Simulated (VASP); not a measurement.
A run of VASP 6.6.1 is set up as follows.

POSCAR

```
N
1.0
    5.4729841586      0.0000000000      0.0000000000
    0.0000000000      5.4729841586      0.0000000000
    0.0000000000      0.0000000000      5.4729841586
N
8
Direct
    0.0575336933      0.0575336933      0.0575336933
    0.4424663067      0.9424663067      0.5575336933
    0.5575336933      0.4424663067      0.9424663067
    0.9424663067      0.5575336933      0.4424663067
    0.9422232621      0.9422232621      0.9422232621
    0.5577767379      0.0577767379      0.4422232621
    0.4422232621      0.5577767379      0.0577767379
    0.0577767379      0.4422232621      0.5577767379
```

File INCAR.step1:

```
SYSTEM = N
PREC = Accurate
ENCUT = 520
ISMEAR = -1
SIGMA = 0.02
LREAL = .False.
LASPH = .True.
NELM = 60
NBANDS = 30
GGA = PE
ALGO = Normal
EDIFF = 1E-4
LWAVE = .True.
LCHARG = .False.
```

INCAR.step2

```
SYSTEM = N
PREC = Accurate
ENCUT = 520
EDIFF = 1E-7
ISMEAR = -1
SIGMA = 0.02
LREAL = .False.
LASPH = .True.
NELM = 60
ALGO = Normal
ISIF = 2
LWAVE = .False.
LCHARG = .False.
METAGGA = R2SCAN
LMIXTAU = .True.
LUSE_VDW = .True.
IVDW_NL = 2
BPARAM = 11.95
CPARAM = 0.0093
NBANDS = 30
ISTART = 1
```

Contents of KPOINTS:

```
regular mesh
0
Gamma
  4 4 4
  0 0 0
```

Potentials or basis: VASP PAW PBE potentials, release 64 (N).

Run with:

```console
$ cat potpaw_PBE.64/N/POTCAR > POTCAR
$ cp INCAR.step1 INCAR
$ mpirun -np 1 vasp_std > vasp.out
$ cp INCAR.step2 INCAR
$ mpirun -np 1 vasp_std > vasp.out
```

Question: Predict the largest force.

Answer: 2.323 eV/Å.

Question: Predict the band gap on the k mesh.

Answer: 7.93 eV (least direct gap 7.97 eV).

Question: Estimate the pressure.

Answer: 2.9 GPa.

Forces on the atoms (eV/Å):
```
N    1.341  1.341  1.341
N   -1.341 -1.341  1.341
N    1.341 -1.341 -1.341
N   -1.341  1.341 -1.341
N   -1.341 -1.341 -1.341
N    1.341  1.341 -1.341
N   -1.341  1.341  1.341
N    1.341 -1.341  1.341
```

Caveat: the standard files for N, O and F lose accuracy on very short bonds; the PAW data sets were made with another functional, which shifts forces and pressure a little. A k mesh can miss the band edges.
